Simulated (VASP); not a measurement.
# HfN (rocksalt type) (Fm-3m) in VASP: notebook, part 2 of 2

VASP 6.6.1.

### 4 Relaxation of cell and atoms, PBE, target pressure 22 GPa, at which the enthalpy is minimised

This run uses another cell than the first one, of 10.94 Å³/atom.

Input file INCAR:

```
PREC = Accurate ; ENCUT = 600
EDIFF = 1E-6 ; ISMEAR = -1
SIGMA = 0.08 ; LREAL = F
LASPH = T ; NELM = 100
ALGO = Normal ; ISIF = 3
LWAVE = F ; LCHARG = F
GGA = PE ; IBRION = 2
NSW = 32 ; EDIFFG = -0.005
PSTRESS = 220.0
```

Input file KPOINTS:

```
Automatic mesh
0
Gamma
  16 16 16
```

Input file POSCAR:

```
HfN
1.0
    0.0000000000      2.2202236329      2.2202236329
    2.2202236329      0.0000000000      2.2202236329
    2.2202236329      2.2202236329      0.0000000000
Hf N
1 1
Direct
    0.0000000000      0.0000000000      0.0000000000
    0.5000000000      0.5000000000      0.5000000000
```

Potentials or basis: VASP PAW PBE potentials, release 64 (Hf_pv, N).

The run is started by

```
$ cat potpaw_PBE.64/Hf_pv/POTCAR potpaw_PBE.64/N/POTCAR > POTCAR
$ mpirun -np 1 vasp_std > vasp.out
```

OUTCAR:

```text
PREC = Accurate
   ENCUT = 600
   EDIFF = 1E-6
   ISMEAR = -1
   LREAL = F
   LASPH = T
   NELM = 100
   ISIF = 3
   GGA = PE
   IBRION = 2
   NSW = 32
   EDIFFG = -0.005
   PSTRESS = 220.0

 ion  position               nearest neighbor table
   1  0.000  0.000  0.000-   2 2.22   2 2.22   2 2.22   2 2.22   2 2.22   2 2.22
   2  0.500  0.500  0.500-   1 2.22   1 2.22   1 2.22   1 2.22   1 2.22   1 2.22

  LATTYP: Found a face centered cubic cell.
 ALAT       =     4.4404472658

  Lattice vectors:

 A1 = (   0.0000000000,   2.2202236329,   2.2202236329)
 A2 = (   2.2202236329,   0.0000000000,   2.2202236329)
 A3 = (   2.2202236329,   2.2202236329,   0.0000000000)

Analysis of symmetry for initial positions (statically):
=====================================================================
 Subroutine PRICEL returns:
 Original cell was already a primitive cell.

 Routine SETGRP: Setting up the symmetry group for a
 face centered cubic supercell.

 Subroutine GETGRP returns: Found 48 space group operations
 (whereof 48 operations were pure point group operations)
 out of a pool of 48 trial point group operations.

The static configuration has the point symmetry O_h .

Analysis of symmetry for dynamics (positions and initial velocities):
=====================================================================
 Subroutine PRICEL returns:
 Original cell was already a primitive cell.

 Routine SETGRP: Setting up the symmetry group for a
 face centered cubic supercell.

 Subroutine GETGRP returns: Found 48 space group operations
 (whereof 48 operations were pure point group operations)
 out of a pool of 48 trial point group operations.

The dynamic configuration has the point symmetry O_h .

 Subroutine INISYM returns: Found 48 space group operations
 (whereof 48 operations are pure point group operations),
 and found     1 'primitive' translations

----------------------------------------------------------------------------------------

                                     Primitive cell

[... 130 lines left out ...]

 number of electron      15.0000000 magnetization

 Free energy of the ion-electron system (eV)
  ---------------------------------------------------
  ext. energy  EPLUGINS =         0.00000000
  ---------------------------------------------------
  free energy    TOTEN  =       -21.68383706 eV

  energy without entropy =      -21.67241624  energy(sigma->0) =      -21.67812665

------------------------ aborting loop because EDIFF is reached ----------------------------------------

  FORCE on cell =-STRESS in cart. coord.  units (eV):
  Direction    XX          YY          ZZ          XY          YZ          ZX
  --------------------------------------------------------------------------------------
  -------------------------------------------------------------------------------------
  Total        2.6499983      2.6499983      2.6499983      0.0000000      0.0000000      0.0000000
  in kB      193.9706474    193.9706474    193.9706474      0.0000000      0.0000000      0.0000000
  external PRESSURE =     -26.0293526 kB  Pullay stress =     220.0000000 kB
[... 63 lines left out ...]
--------------------------------------- Ionic step        3  -------------------------------------------

 number of electron      14.9999999 magnetization

 Free energy of the ion-electron system (eV)
  ---------------------------------------------------
  ext. energy  EPLUGINS =         0.00000000
  ---------------------------------------------------
  free energy    TOTEN  =       -21.66338955 eV

  energy without entropy =      -21.65205383  energy(sigma->0) =      -21.65772169

 E-fermi :   8.9313     XC(G=0): -13.0467

 val. band max:        8.9250679074   @ k =  -0.1250   0.0625   0.0000
 cond. band min:       8.9323558640   @ k =   0.3750   0.1250   0.0000
 fundamental gap:      0.0072879566
 Fermi energy:         8.9313142468

 k-point     1 :       0.0000    0.0000    0.0000
  band No.  band energies     occupation
      1     -21.9929      2.00000
      2     -21.9929      2.00000
      3     -21.9929      2.00000
      4      -8.9408      2.00000
      5       5.8253      2.00000
      6       5.8253      2.00000
      7       5.8253      2.00000
      8       8.5401      1.98507
      9       8.5401      1.98507
     10       8.5401      1.98507
     11      11.3062      0.00000
[... 309 lines left out ...]
 k-point    24 :      -0.0625    0.0625    0.0000
  band No.  band energies     occupation
      1     -22.1149      2.00000
      2     -22.0226      2.00000
      3     -21.9947      2.00000
      4      -8.6720      2.00000
      5       4.7724      2.00000
      6       5.1028      2.00000
      7       5.4499      2.00000
      8       8.7183      1.86964
      9       8.7260      1.85738
     10       9.2092      0.06014
     11      11.2828      0.00000

 [... further k-points ...]

------------------------ aborting loop because EDIFF is reached ----------------------------------------

  FORCE on cell =-STRESS in cart. coord.  units (eV):
  Direction    XX          YY          ZZ          XY          YZ          ZX
  --------------------------------------------------------------------------------------
  -------------------------------------------------------------------------------------
  Total        2.9826347      2.9826347      2.9826347     -0.0000000     -0.0000000      0.0000000
  in kB      219.9102730    219.9102730    219.9102730     -0.0000000     -0.0000000      0.0000000
  external PRESSURE =      -0.0897270 kB  Pullay stress =     220.0000000 kB
[... 21 lines left out ...]
  energy  without entropy=      -21.6520538262  energy(sigma->0) =      -21.65772169

  enthalpy is  TOTEN    =       -18.6795379096 eV   P V=        2.9838516359

 reached required accuracy - stopping structural energy minimisation
```

OSZICAR:

```text
N       E                     dE             d eps       ncg     rms          rms(c)
DAV:   1     0.453047804160E+02    0.45305E+02   -0.90470E+03  3206   0.145E+03
[... 22 lines left out ...]
DAV:   1    -0.216802984132E+02   -0.80368E-01   -0.47887E-01  3196   0.723E+00    0.260E+00
DAV:   2    -0.216674749938E+02    0.12823E-01   -0.20575E-02  3298   0.144E+00    0.124E+00
DAV:   3    -0.216634950094E+02    0.39800E-02   -0.88213E-03  3487   0.938E-01    0.700E-01
DAV:   4    -0.216634111793E+02    0.83830E-04   -0.40241E-04  4014   0.213E-01    0.433E-01
DAV:   5    -0.216633908847E+02    0.20295E-04   -0.53354E-05  3770   0.653E-02    0.465E-02
DAV:   6    -0.216633893345E+02    0.15502E-05   -0.51795E-06  3823   0.249E-02    0.110E-02
DAV:   7    -0.216633895455E+02   -0.21092E-06   -0.18523E-07  1973   0.483E-03
   3 F= -.18679538E+02 E0= -.18673870E+02  d E =-.130829E-02
```

Run time: 2.9 min. Hardware: 1 thread of Intel Xeon 8259CL, shared host; peak memory 0.2 GiB.

Results:

| Item | Value |
| --- | --- |
| Free energy | -21.6634 eV |
| Relaxed volume | 10.87 Å³/atom |
| Relaxed cell | a = 3.132 Å, b = 3.132 Å, c = 3.132 Å, α = 60.00°, β = 60.00°, γ = 60.00° |
| Space group after relaxing (to 0.1 Å) | Fm-3m (No. 225) |
| Energy change on relaxing (the run minimises the enthalpy) | +10.2 meV/atom |
| Ionic steps | 3 |
| Pressure after relaxing | 22.0 GPa |
| Band gap on the k mesh | zero (an odd number of electrons rules out a gap without spin polarisation) |

Step by step:
```csv
step,energy change (eV),largest force (eV/Å),pressure (GPa),volume (Å³)
1,0.0000,0.0000,19.40,21.89
2,0.0839,0.0000,28.96,21.33
3,0.0204,0.0000,21.99,21.73
```

Final structure:
```cif
data_structure
_symmetry_space_group_name_H-M 'P 1'
_symmetry_Int_Tables_number 1
_cell_length_a 3.1323
_cell_length_b 3.1323
_cell_length_c 3.1323
_cell_angle_alpha 60.000
_cell_angle_beta 60.000
_cell_angle_gamma 60.000
_cell_volume 21.73
loop_
_atom_site_label
_atom_site_type_symbol
_atom_site_fract_x
_atom_site_fract_y
_atom_site_fract_z
_atom_site_occupancy
Hf1 Hf 0.00000 0.00000 0.00000 1
N1 N 0.50000 0.50000 0.50000 1
```

Levels at points of the mesh, in eV from the Fermi level:
| k point | band 6 | band 7 | band 8 | band 9 | band 10 | band 11 |
| --- | --- | --- | --- | --- | --- | --- |
| (0.00, 0.00, 0.00) | -3.11 | -3.11 | -0.39 | -0.39 | -0.39 | 2.37 |
| (0.50, 0.00, 0.00) | -6.50 | -6.50 | 3.55 | 4.01 | 4.01 | 4.74 |
| (0.50, 0.50, 0.00) | -4.09 | -3.73 | -3.73 | 4.42 | 5.99 | 5.99 |

Caveat: the cell is relaxed towards a set pressure, so the run minimises the enthalpy, not the energy; spin-orbit coupling is left out, which moves the levels of the heavy elements.

### 5 The runs side by side

```tsv
cell	gap on the mesh (eV)	pressure (GPa)
relaxed from a = 3.047 Å, angles 60.0°, 2 atoms	none	0.0
relaxed to 22 GPa from a = 3.139 Å, angles 60.0°, 2 atoms	none	22.0
relaxed to 22 GPa from a = 3.140 Å, angles 60.0°, 2 atoms	none	22.0
```

Alike in all rows: task relaxation of cell and atoms; level PBE; potentials or basis VASP PAW PBE potentials, release 64 (Hf_pv, N); no spin polarisation; k mesh 16 × 16 × 16; cutoff (eV) 600; smearing fermi-dirac 0.08 eV.

Caveats: spin-orbit coupling is left out, which moves the levels of the heavy elements; the cell is relaxed towards a set pressure, so the run minimises the enthalpy, not the energy (at least some runs); the volume moved by over 15 % at a fixed basis, so the end points are rough (at least some runs).

Total energies depend on the potentials used, so only differences within one code and one set of settings carry meaning.
